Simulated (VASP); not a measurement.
Input of a VASP 6.6.1 run:

Contents of INCAR:

```
SYSTEM = HgTe
ALGO = Normal
EDIFF = 1E-7
ENCUT = 520
GGA = PS
ISIF = 2
ISMEAR = -1
LASPH = .TRUE.
LCHARG = .FALSE.
LREAL = .FALSE.
LWAVE = .FALSE.
NBANDS = 16
NELM = 80
PREC = Accurate
SIGMA = 0.15
```

KPOINTS

```
k-points
0
G
  12 12 12
  0 0 0
```

POSCAR

```
HgTe
1.0
    0.0000000000      3.2552270052      3.2552270052
    3.2552270052      0.0000000000      3.2552270052
    3.2552270052      3.2552270052      0.0000000000
Hg Te
1 1
Direct
    0.0000000000      0.0000000000      0.0000000000
    0.7500000000      0.7500000000      0.7500000000
```

Potentials or basis: VASP PAW PBE potentials, release 64 (Hg, Te).

The run is started by

```console
$ cat potpaw_PBE.64/Hg/POTCAR potpaw_PBE.64/Te/POTCAR > POTCAR
$ mpirun -np 1 vasp_std > vasp.out
```

Task: Predict the band gap on the k mesh.

Result: Zero (filled and empty bands touch).

Task: Predict the pressure.

Result: 0.1 GPa.

Caveat: the PAW data sets were made with another functional, which shifts forces and pressure a little; spin-orbit coupling is left out, which moves the levels of the heavy elements.
